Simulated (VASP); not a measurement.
TiAl3F, 5 atoms in the cell. Symmetry: Cmmm, No. 65, orthorhombic system. The conventional cell has a = 4.857 Å, b = 9.042 Å, c = 5.242 Å, α = 90.00°, β = 90.00°, γ = 90.00°. Within 3.2 Å of Ti (site symmetry mmm) lie 2 F at 2.43 Å and 8 Al at 2.59 to 3.10 Å. Within 2.6 Å of Al (site symmetry m2m) lie 1 F at 1.93 Å and 2 Al at 2.52 Å and 1 Ti at 2.59 Å. Within 3.7 Å of Al (site symmetry mmm) lie 2 Ti at 2.62 Å and 4 F at 3.57 Å and 4 Al at 3.69 Å. F (site symmetry mmm) has 2 Al at 1.93 Å and 2 Ti at 2.43 Å within 2.6 Å. The cell was generated, and may not be a known phase.

| Quantity | Value |
| --- | --- |
| Program | VASP 6.6.1 |
| Task | relaxation of cell and atoms |
| Functional | PBE |
| Potentials or basis | VASP PAW PBE potentials, release 64 (Ti_sv, Al, F) |
| Cutoff | 600 eV |
| k mesh | 10 × 10 × 8 |
| Occupations | gaussian, width 0.1 eV |
| Spin | no spin polarisation |
| Dipole correction | no |
| Further INCAR settings | ALGO = Normal; EDIFF = 1e-07; IBRION = 2; EDIFFG = -0.01; NSW = 100; ISIF = 3 |

Potentials or basis: VASP PAW PBE potentials, release 64 (Ti_sv, Al, F).

Launch:

```console
$ cat potpaw_PBE.64/Ti_sv/POTCAR potpaw_PBE.64/Al/POTCAR potpaw_PBE.64/F/POTCAR > POTCAR
$ mpirun -np 1 vasp_std > vasp.out
```

Hardware: 1 thread of Intel(R) Xeon(R) 6975P-C (Granite Rapids), on a shared host.

Question: How long does it take, and how much memory?

Answer: Wall time 12 min on 1 thread of Intel(R) Xeon(R) 6975P-C (Granite Rapids), with other jobs on the host, peak memory 0.58 GiB. Counts: scf iterations 50, k points 155, ion steps 5.
